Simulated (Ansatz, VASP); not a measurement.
## CsTaB in VASP and in Ansatz

INCAR

```
PREC = Accurate ; ENCUT = 600
EDIFF = 1E-6 ; ISMEAR = 0
SIGMA = 0.1 ; LREAL = False
LASPH = True ; NELM = 100
ALGO = Normal ; ISIF = 3
LWAVE = False ; LCHARG = False
GGA = PE ; IBRION = 2
NSW = 90 ; EDIFFG = -0.04
```

Contents of KPOINTS:

```
Automatic mesh
0
Gamma
  6 6 6
```

The input POSCAR:

```
CsTaB
1.0
   -2.0507858200      2.6718149500      2.8665910800
    2.0507858200     -2.6718149500      2.8665910800
    2.0507858200      2.6718149500     -2.8665910800
Cs Ta B
1 1 1
Direct
    0.0000000000      0.5000000000      0.5000000000
    0.5000000000      0.0000000000      0.5000000000
    0.5000000000      0.5000000000      0.0000000000
```

Input for Ansatz:

```yaml
crystal:
  lattice:
    - [-2.05078582, 2.67181495, 2.86659108]
    - [2.05078582, -2.67181495, 2.86659108]
    - [2.05078582, 2.67181495, -2.86659108]
  atoms:
    - { symbol: Cs, position: [0.0, 0.5, 0.5] }
    - { symbol: Ta, position: [0.5, 0.0, 0.5] }
    - { symbol: B, position: [0.5, 0.5, 0.0] }
basis:
  ecutwfc: 420
kpoints:
  mp_grid: { grid: [6, 6, 6] }
hamiltonian:
  xc: pbe
scf:
  occupations: { method: gaussian, width: 0.1 }
  lower_state_search: "off"
output:
  forces: true
  stress: true
  eigenvalues: true
relax:
  adjacent_minimum: "off"
  f_tol: 0.04
  max_steps: 70
  cell: { stress_tol: 0.4 }
```

Alike in both runs: task relaxation of cell and atoms; functional PBE; k mesh 6 × 6 × 6; occupations gaussian, width 0.1 eV; no spin polarisation.

```csv
,VASP,Ansatz
version,VASP 6.6.1,Ansatz 0.2.0
potentials or method,"VASP PAW PBE potentials, release 64 (Cs_sv, Ta_pv, B), cutoff 600 eV","scalar-relativistic, plane waves, PAW"
valence electrons in the cell,23,25
```

|  | VASP | Ansatz | Ansatz less VASP |
| --- | --- | --- | --- |
| gap on the k mesh at the Fermi level, each at its own relaxed structure (eV) | none | none | - |
| relaxed volume (Å³/atom) | 38.47 | 38.64 | +0.173 |
| relaxed length of the cell vector where the two differ most in proportion (Å) | 5.676 | 5.684 | +0.0087 |

A gap of «none» marks a metal or a gap that the smearing closes. VASP's potentials hold 23 valence electrons a cell and Ansatz's 25, so a difference there can come from the potentials and not from the codes.

Spin-orbit coupling is off throughout. Noted on VASP's run: the volume moved by over 15 % at a fixed basis, so the end points are rough.
